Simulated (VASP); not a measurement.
# Al5Cu (P-6m2) in VASP: notebook

The runs below take Al5Cu through single point, with PBE.

Program: VASP 6.6.1. These are calculated values, not measurements. Logs are shortened: lines on timing, memory, paths and dates and some standing lists are left out, and cuts for length are marked.

## 1. The cell of the first run

Symmetry: P-6m2, No. 187, hexagonal system. Conventional cell: a = 2.791 Å, b = 2.791 Å, c = 13.471 Å, α = 90.00°, β = 90.00°, γ = 120.00°. Within 3.6 Å of Al (site symmetry 3m) lie 12 Al at 2.76 to 2.79 Å. Al (site symmetry 3m) has 9 Al at 2.76 to 2.79 Å and 3 Cu at 2.76 Å within 3.6 Å. Al (site symmetry -6m2) has 12 Al at 2.76 to 2.79 Å within 3.6 Å. Within 3.6 Å of Cu (site symmetry -6m2) lie 6 Al at 2.76 Å and 6 Cu at 2.79 Å.

## 2. Single point, PBE

INCAR reads:

```
SYSTEM = Al5Cu
  PREC = Accurate
  ENCUT = 520
  EDIFF = 1E-6
  ISMEAR = 0
  SIGMA = 0.1
  LREAL = .False.
  LASPH = .True.
  NELM = 60
  ALGO = Fast
  ISIF = 2
  LWAVE = .False.
  LCHARG = .True.
  GGA = PE
  LELF = .True.
  LVHAR = .True.
  NBANDS = 22
```

KPOINTS reads:

```
Automatic mesh
0
Gamma
  6 6 2
  0 0 0
```

POSCAR reads:

```
Al5Cu
1.0
    2.7909993800      0.0000000000      0.0000000000
   -1.3954996900      2.4170763600      0.0000000000
    0.0000000000      0.0000000000     13.4712435600
Al Cu
5 1
Direct
    0.3333333300      0.6666666700      0.3333333300
    0.3333333300      0.6666666700      0.6666666700
    0.6666666700      0.3333333300      0.1666666700
    0.6666666700      0.3333333300      0.5000000000
    0.6666666700      0.3333333300      0.8333333300
    0.3333333300      0.6666666700      0.0000000000
```

Potentials or basis: VASP PAW PBE potentials, release 64 (Al, Cu).

On the command line:

```bash
$ cat potpaw_PBE.64/Al/POTCAR potpaw_PBE.64/Cu/POTCAR > POTCAR
$ mpirun -np 1 vasp_std > vasp.out
```

OUTCAR:

```text
SYSTEM = Al5Cu
   PREC = Accurate
   ENCUT = 520
   EDIFF = 1E-6
   ISMEAR = 0
   LREAL = .False.
   LASPH = .True.
   NELM = 60
   ISIF = 2
   GGA = PE

 ion  position               nearest neighbor table
   1  0.333  0.667  0.333-   3 2.76   3 2.76   3 2.76   4 2.76   4 2.76   4 2.76
   2  0.333  0.667  0.667-   5 2.76   5 2.76   5 2.76   4 2.76   4 2.76   4 2.76
   3  0.667  0.333  0.167-   1 2.76   1 2.76   1 2.76   6 2.76   6 2.76   6 2.76
   4  0.667  0.333  0.500-   1 2.76   2 2.76   1 2.76   2 2.76   1 2.76   2 2.76
   5  0.667  0.333  0.833-   2 2.76   2 2.76   2 2.76   6 2.76   6 2.76   6 2.76
   6  0.333  0.667  0.000-   3 2.76   5 2.76   3 2.76   5 2.76   3 2.76   5 2.76

  LATTYP: Found a hexagonal cell.
 ALAT       =     2.7909993800
 C/A-ratio  =     4.8266737917

  Lattice vectors:

 A1 = (   2.7909993800,   0.0000000000,   0.0000000000)
 A2 = (  -1.3954996900,   2.4170763600,   0.0000000000)
 A3 = (   0.0000000000,   0.0000000000,  13.4712435600)

Analysis of symmetry for initial positions (statically):
=====================================================================
 Subroutine PRICEL returns:
 Original cell was already a primitive cell.

 Routine SETGRP: Setting up the symmetry group for a
 hexagonal supercell.

 Subroutine GETGRP returns: Found 12 space group operations
 (whereof 12 operations were pure point group operations)
 out of a pool of 24 trial point group operations.

The static configuration has the point symmetry D_3h.

Analysis of symmetry for dynamics (positions and initial velocities):
=====================================================================
 Subroutine PRICEL returns:
 Original cell was already a primitive cell.

 Routine SETGRP: Setting up the symmetry group for a
 hexagonal supercell.

 Subroutine GETGRP returns: Found 12 space group operations
 (whereof 12 operations were pure point group operations)
 out of a pool of 24 trial point group operations.

The dynamic configuration has the point symmetry D_3h.

 Subroutine INISYM returns: Found 12 space group operations
 (whereof 12 operations are pure point group operations),
 and found     1 'primitive' translations

----------------------------------------------------------------------------------------

                                     Primitive cell

  volume of cell :      90.8778

  direct lattice vectors                    reciprocal lattice vectors
     2.790999380  0.000000000  0.000000000     0.358294598  0.206861483  0.000000000
    -1.395499690  2.417076360  0.000000000     0.000000000  0.413722966  0.000000000
     0.000000000  0.000000000 13.471243560     0.000000000  0.000000000  0.074232197

  length of vectors
     2.790999380  2.790999376 13.471243560     0.413722965  0.413722966  0.074232197

  position of ions in fractional coordinates (direct lattice)
     0.333333330  0.666666670  0.333333330
     0.333333330  0.666666670  0.666666670
     0.666666670  0.333333330  0.166666670
     0.666666670  0.333333330  0.500000000
     0.666666670  0.333333330  0.833333330
     0.333333330  0.666666670  0.000000000

  ion indices of the primitive-cell ions
   primitive index   ion index
                 1           1
                 2           2
                 3           3
                 4           4
                 5           5
                 6           6

----------------------------------------------------------------------------------------

 KPOINTS: Automatic mesh

Automatic generation of k-mesh.
 Grid dimensions read from file:
 generate k-points for:    6    6    2

 Generating k-lattice:

  Cartesian coordinates                     Fractional coordinates (reciprocal lattice)
     0.059715766  0.034476914  0.000000000     0.166666667 -0.000000000  0.000000000
     0.000000000  0.068953828  0.000000000     0.000000000  0.166666667  0.000000000
     0.000000000  0.000000000  0.037116098     0.000000000  0.000000000  0.500000000

  Length of vectors
     0.068953828  0.068953828  0.037116098

  Shift w.r.t. Gamma in fractional coordinates (k-lattice)
     0.000000000  0.000000000  0.000000000

 Subroutine IBZKPT returns following result:
 ===========================================

 Found     14 irreducible k-points:

 Following reciprocal coordinates:
            Coordinates               Weight
  0.000000  0.000000  0.000000      1.000000
  0.166667  0.000000  0.000000      6.000000
  0.333333  0.000000  0.000000      6.000000
  0.500000  0.000000  0.000000      3.000000
  0.166667  0.166667  0.000000      6.000000
  0.333333  0.166667  0.000000     12.000000
  0.333333  0.333333  0.000000      2.000000
  0.000000  0.000000  0.500000      1.000000
  0.166667  0.000000  0.500000      6.000000
  0.333333  0.000000  0.500000      6.000000
  0.500000  0.000000  0.500000      3.000000
  0.166667  0.166667  0.500000      6.000000
  0.333333  0.166667  0.500000     12.000000
  0.333333  0.333333  0.500000      2.000000
   k-points           NKPTS =     14   k-points in BZ     NKDIM =     14   number of bands    NBANDS=     22
   number of dos      NEDOS =    301   number of ions     NIONS =      6
   total plane-waves  NPLWV =  57600
   dimension x,y,z NGX =    24 NGY =   24 NGZ =  100
   dimension x,y,z NGXF=    48 NGYF=   48 NGZF=  200
   ions per type =               5   1
   NGX,Y,Z   is equivalent  to a cutoff of  14.30, 14.30, 12.34 a.u.
   NGXF,Y,Z  is equivalent  to a cutoff of  28.59, 28.59, 24.68 a.u.
 SYSTEM =  Al5Cu
   PREC   = accura    normal or accurate (medium, high low for compatibility)
   ISTART =      0    job   : 0-new  1-cont  2-samecut
   ICHARG =      2    charge: 1-file 2-atom 10-const
   ISPIN  =      1    spin polarized calculation?
   LNONCOLLINEAR =      F non collinear calculations
   LSORBIT =      F    spin-orbit coupling
   LASPH  =      T    aspherical Exc in radial PAW
   ENCUT  =  520.0 eV  38.22 Ry    6.18 a.u.   5.19  5.19 25.05*2*pi/ulx,y,z
   NELM   =     60;   NELMIN=  2; NELMDL= -5     # of ELM steps
   EDIFF  = 0.1E-05   stopping-criterion for ELM
   LREAL  =      F    real-space projection
   EDIFFG = 0.1E-04   stopping-criterion for IOM
   NSW    =      0    number of steps for IOM
   IBRION =     -1    ionic relax: 0-MD 1-quasi-New 2-CG
   NFREE  =      0    steps in history (QN), initial steepest desc. (CG)
   ISIF   =      2    stress and relaxation
   ISYM   =      2    0-nonsym 1-usesym 2-fastsym
   POTIM  = 0.5000    time-step for ionic-motion
   TEBEG  =    0.0;   TEEND  =   0.0 temperature during run
   PSTRESS=    0.0 pullay stress
   NELECT =      26.0000    total number of electrons
   NUPDOWN=      -1.0000    fix difference up-down
   EMIN   =  10.00;   EMAX   =-10.00  energy-range for DOS
   EFERMI =   0.00;   METHOD = LEGACY
   ISMEAR =     0;   SIGMA  =   0.10  broadening in eV -4-tet -1-fermi 0-gaus
   EFERMI_NEDOS =   21; number of points for ismear=-14 and -15
   IALGO  =     68    algorithm
   IMIX   =      4    mixing-type and parameters
     AMIX     =   0.40;   BMIX     =  1.00
     AMIX_MAG =   1.60;   BMIX_MAG =  1.00
  volume/ion in A,a.u.               =      15.15       102.21
  Fermi-wavevector in a.u.,A,eV,Ry     =   1.078731  2.038507 15.832577  1.163662
  Thomas-Fermi vector in A             =   2.214678
   LORBIT       =      0    0 simple, 1 ext, 2 COOP (PROOUT), +10 PAW based schemes
   GGA     = PE    functional components
   LHFCALC =     F    Hartree Fock is set to
   AEXX    =    0.0000 exact exchange contribution
   IVDW    =     0    specifies the selected vdW correction
   LEPSILON=     F    determine dielectric tensor
   LRPA    =     F    only Hartree local field effects (RPA)
 non-spin polarized calculation
 RMM-DIIS sequential band-by-band and
 Gauss-broadening in eV      SIGMA  =   0.10
  energy-cutoff  :      520.00
  volume of cell :       90.88
 maximum number of plane-waves:      2472
 NGX is ok and might be reduce to    24
   NGX = 11   NGY = 11   NGZ = 51

 number of electron      25.9999996 magnetization

 Free energy of the ion-electron system (eV)
  ---------------------------------------------------
  ext. energy  EPLUGINS =         0.00000000
  ---------------------------------------------------
  free energy    TOTEN  =       -22.35056431 eV

  energy without entropy =      -22.33728944  energy(sigma->0) =      -22.34392687

 E-fermi :   8.3682     XC(G=0): -10.6576

 val. band max:        8.3682261758   @ k =   0.3333   0.3333   0.5000
 cond. band min:       8.4497820993   @ k =   0.5000   0.0000   0.5000
 fundamental gap:      0.0815559236
 Fermi energy:         8.3682417628

 k-point     1 :       0.0000    0.0000    0.0000
  band No.  band energies     occupation
      1      -3.1986      2.00000
      2      -2.4750      2.00000
      3      -1.6964      2.00000
      4       0.1806      2.00000
      5       0.8365      2.00000
      6       3.9549      2.00000
[... 14 lines left out ...]
     21      20.0748      0.00000
     22      20.0987      0.00000

 k-point     2 :       0.1667    0.0000    0.0000
  band No.  band energies     occupation
      1      -2.4977      2.00000
      2      -1.7808      2.00000
      3      -0.9983      2.00000
      4       0.8437      2.00000
      5       1.5358      2.00000
      6       4.3849      2.00000
[... 14 lines left out ...]
     21      17.3339      0.00000
     22      17.3621      0.00000

 k-point     3 :       0.3333    0.0000    0.0000
  band No.  band energies     occupation
      1      -0.4200      2.00000
      2       0.2743      2.00000
      3       1.0483      2.00000
      4       2.7366      2.00000
      5       3.4826      2.00000
      6       4.7645      2.00000
[... 14 lines left out ...]
     21      14.9393      0.00000
     22      15.4150      0.00000

 k-point     4 :       0.5000    0.0000    0.0000
  band No.  band energies     occupation
      1       2.8657      2.00000
      2       3.0045      2.00000
      3       3.3996      2.00000
      4       3.6751      2.00000
      5       3.6923      2.00000
      6       4.3845      2.00000
[... 14 lines left out ...]
     21      14.9234      0.00000
     22      15.0049      0.00000

 k-point     5 :       0.1667    0.1667    0.0000
  band No.  band energies     occupation
      1      -1.1083      2.00000
      2      -0.4058      2.00000
      3       0.3763      2.00000
      4       2.1303      2.00000
      5       2.8857      2.00000
      6       4.8702      2.00000
[... 14 lines left out ...]
     21      14.3739      0.00000
     22      14.7338      0.00000

 k-point     6 :       0.3333    0.1667    0.0000
  band No.  band energies     occupation
      1       1.6176      2.00000
      2       2.2749      2.00000
      3       2.9751      2.00000
      4       4.1566      2.00000
      5       4.6162      2.00000
      6       5.0694      2.00000
[... 14 lines left out ...]
     21      12.6664      0.00000
     22      13.3940      0.00000

 k-point     7 :       0.3333    0.3333    0.0000
  band No.  band energies     occupation
      1       4.5746      2.00000
      2       4.6569      2.00000
      3       4.6986      2.00000
      4       4.7017      2.00000
      5       4.8788      2.00000
      6       5.0142      2.00000
[... 74 lines left out ...]
      6       4.4791      2.00000
[... 14 lines left out ...]
     21      15.4880      0.00000
     22      15.5339      0.00000

 k-point    11 :       0.5000    0.0000    0.5000
  band No.  band energies     occupation
      1       2.9155      2.00000
      2       3.0247      2.00000
      3       3.2369      2.00000
      4       3.5182      2.00000
      5       4.0164      2.00000
      6       4.3833      2.00000
[... 14 lines left out ...]
     21      13.6007      0.00000
     22      14.3733      0.00000

 k-point    12 :       0.1667    0.1667    0.5000
  band No.  band energies     occupation
      1      -1.0787      2.00000
      2      -0.5338      2.00000
      3       0.7093      2.00000
      4       1.4959      2.00000
      5       3.8233      2.00000
      6       4.2660      2.00000
[... 14 lines left out ...]
     21      14.1831      0.00000
     22      15.6975      0.00000

 k-point    13 :       0.3333    0.1667    0.5000
  band No.  band energies     occupation
      1       1.6461      2.00000
      2       2.1545      2.00000
      3       3.2501      2.00000
      4       3.9010      2.00000
      5       4.6834      2.00000
      6       4.7691      2.00000
[... 14 lines left out ...]
     21      12.1103      0.00000
     22      12.6030      0.00000

 k-point    14 :       0.3333    0.3333    0.5000
  band No.  band energies     occupation
      1       4.6079      2.00000
      2       4.6371      2.00000
      3       4.6655      2.00000
      4       4.7790      2.00000
      5       4.9391      2.00000
      6       4.9565      2.00000
[... 14 lines left out ...]
     21      10.8442      0.00000
     22      11.3752      0.00000

------------------------ aborting loop because EDIFF is reached ----------------------------------------

  FORCE on cell =-STRESS in cart. coord.  units (eV):
  Direction    XX          YY          ZZ          XY          YZ          ZX
  --------------------------------------------------------------------------------------
  -------------------------------------------------------------------------------------
  Total        1.5769307      1.5769307      2.9533740      0.0000000     -0.0000000      0.0000000
  in kB       27.8013186     27.8013185     52.0680401      0.0000000     -0.0000000      0.0000000
  external PRESSURE =      35.8902257 kB  Pullay stress =       0.0000000 kB

 VOLUME and BASIS-vectors are now :
 -----------------------------------------------------------------------------
  energy-cutoff  :      520.00
  volume of cell :       90.88
      direct lattice vectors                 reciprocal lattice vectors
     2.790999380  0.000000000  0.000000000     0.358294598  0.206861483  0.000000000
    -1.395499690  2.417076360  0.000000000     0.000000000  0.413722966  0.000000000
     0.000000000  0.000000000 13.471243560     0.000000000  0.000000000  0.074232197

 POSITION                                       TOTAL-FORCE (eV/Angst)
 -----------------------------------------------------------------------------------
     -0.00000      1.61138      4.49041         0.000000      0.000000     -0.244419
     -0.00000      1.61138      8.98083         0.000000      0.000000      0.244419
      1.39550      0.80569      2.24521         0.000000     -0.000000     -0.818429
      1.39550      0.80569      6.73562         0.000000      0.000000      0.000000
      1.39550      0.80569     11.22604         0.000000     -0.000000      0.818429
     -0.00000      1.61138      0.00000        -0.000000      0.000000      0.000000
 -----------------------------------------------------------------------------------
    total drift:                                0.000003     -0.000002      0.000000

  FREE ENERGIE OF THE ION-ELECTRON SYSTEM (eV)
  ---------------------------------------------------
  free  energy   TOTEN  =       -22.3505643081 eV

  energy  without entropy=      -22.3372894354  energy(sigma->0) =      -22.34392687
```

It took 59 s on 1 thread of Intel Xeon Platinum 8259CL at 2.50GHz (Skylake/Cascade Lake), shared host; peak memory 0.23 GiB.

What came out:

- Free energy: -22.3506 eV
- Pressure: 3.6 GPa
- Largest force: 0.818 eV/Å
- Band gap on the k mesh: zero (bands 13 and 14 overlap by 3.81 eV)

Forces on the atoms (eV/Å):
```
Al   0.000  0.000 -0.244
Al   0.000  0.000  0.244
Al   0.000  0.000 -0.818
Al   0.000  0.000  0.000
Al   0.000  0.000  0.818
Cu   0.000  0.000  0.000
```

Levels at points of the mesh, in eV from the Fermi level:
```tsv
k point	band 11	band 12	band 13	band 14	band 15	band 16
(0.00, 0.00, 0.00)	-2.64	-2.64	1.44	2.06	7.99	8.64
(0.50, 0.00, 0.00)	-2.15	-2.08	-1.40	-1.27	-0.12	1.47
(0.00, 0.00, 0.50)	-2.64	-1.46	-0.65	4.62	5.19	11.20
(0.50, 0.00, 0.50)	-2.60	-2.15	-1.53	-0.10	0.08	0.66
```

Caveat: the k points lie up to 0.43 Å⁻¹ apart, too coarse for converged energies and pressures of a metal.

## 3. Single point, PBE

This run uses another cell than the first one, of 15.77 Å³/atom.

INCAR reads:

```
SYSTEM = Al5Cu
PREC = Accurate ; ENCUT = 520
EDIFF = 1E-6 ; ISMEAR = 0
SIGMA = 0.1 ; LREAL = .False.
LASPH = .True. ; NELM = 80
ALGO = Normal ; ISIF = 2
LWAVE = .False. ; LCHARG = .True.
GGA = PE ; LELF = .True.
LVHAR = .True. ; NBANDS = 22
```

KPOINTS reads:

```
regular mesh
0
Gamma
  6 6 2
  0 0 0
```

POSCAR reads:

```
Al5Cu
1.0
    2.8320583695      0.0000000000      0.0000000000
   -1.4160291847      2.4526344930      0.0000000000
    0.0000000000      0.0000000000     13.6248217364
Al Cu
5 1
Direct
    0.3333333333      0.6666666667      0.3234969671
    0.3333333333      0.6666666667      0.6765030329
    0.6666666667      0.3333333333      0.1508012656
    0.6666666667      0.3333333333      0.5000000000
    0.6666666667      0.3333333333      0.8491987344
    0.3333333333      0.6666666667      0.0000000000
```

Potentials or basis: VASP PAW PBE potentials, release 64 (Al, Cu).

On the command line:

```bash
$ cat potpaw_PBE.64/Al/POTCAR potpaw_PBE.64/Cu/POTCAR > POTCAR
$ mpirun -np 1 vasp_std > vasp.out
```

Run time: 66 s. Hardware: 1 thread of Intel Xeon Platinum 8259CL at 2.50GHz (Skylake/Cascade Lake), shared host; peak memory 0.24 GiB.

It converged, with:

* Free energy: -22.5918 eV
* Pressure: 0.3 GPa
* Largest force: 0.045 eV/Å
* Band gap on the k mesh: zero (bands 13 and 14 overlap by 3.92 eV)

Forces in eV/Å, atoms in the order of the input:
```
Al   0.000  0.000  0.021
Al   0.000  0.000 -0.021
Al   0.000  0.000  0.045
Al   0.000  0.000  0.000
Al   0.000  0.000 -0.045
Cu   0.000  0.000  0.000
```

Stress tensor (GPa, compression positive):
```
0.40 0.00 0.00
0.00 0.40 0.00
0.00 0.00 0.16
```

Levels at points of the mesh, in eV from the Fermi level:
| k point | band 9 | band 10 | band 11 | band 12 | band 13 | band 14 | band 15 | band 16 | band 17 | band 18 |
| --- | --- | --- | --- | --- | --- | --- | --- | --- | --- | --- |
| (0.00, 0.00, 0.00) | -3.44 | -3.16 | -3.16 | -2.91 | 1.25 | 2.09 | 7.76 | 8.47 | 11.13 | 11.13 |
| (0.50, 0.00, 0.00) | -3.36 | -2.68 | -2.62 | -2.07 | -1.62 | -1.15 | -0.56 | 1.41 | 2.13 | 2.66 |
| (0.00, 0.00, 0.50) | -3.44 | -3.16 | -3.16 | -1.64 | -0.62 | 4.41 | 5.14 | 10.84 | 11.20 | 11.20 |
| (0.50, 0.00, 0.50) | -3.36 | -3.05 | -2.62 | -2.48 | -1.62 | -0.37 | 0.06 | 0.49 | 0.80 | 4.04 |

Caveat: the k points lie up to 0.43 Å⁻¹ apart, too coarse for converged energies and pressures of a metal.

The gap in the log of VASP goes by the Fermi energy; the results here count the filled bands.